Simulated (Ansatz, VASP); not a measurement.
**Two plane-wave programs on Hf**

```
Hf
1.0
     0.00000    1.89236    1.89236
     1.89236    0.00000    1.89236
     1.89236    1.89236    0.00000
Hf
1
Cartesian
  0.0000 0.0000 0.0000
```

Change from the starting cell: volume scaled by 0.6, PAW files.

Alike in both runs: task single point; functional PBE; k mesh 16 × 16 × 16; occupations fermi-dirac, width 0.1 eV; no spin polarisation.

|  | VASP | Ansatz |
| --- | --- | --- |
| version | VASP 6.6.1 | Ansatz 0.2.0 |
| potentials or method | VASP PAW PBE potentials, release 64 (Hf_pv) | PAW with Ansatz's default frozen-core files, scalar-relativistic |
| plane-wave cutoff (eV) | 520 | 420 |
| valence electrons in the cell | 10 | 26 |

```csv
,VASP,Ansatz,Ansatz less VASP
pressure (GPa),122.0,123.9,+1.87
```

Both programs put the cell under a high pressure, so it lies far from rest at this level. VASP's potentials hold 10 valence electrons a cell and Ansatz's 26, so a difference there can come from the potentials and not from the codes.

Neither program's run includes spin-orbit coupling. Noted on VASP's run: the cell as given lies far from equilibrium.
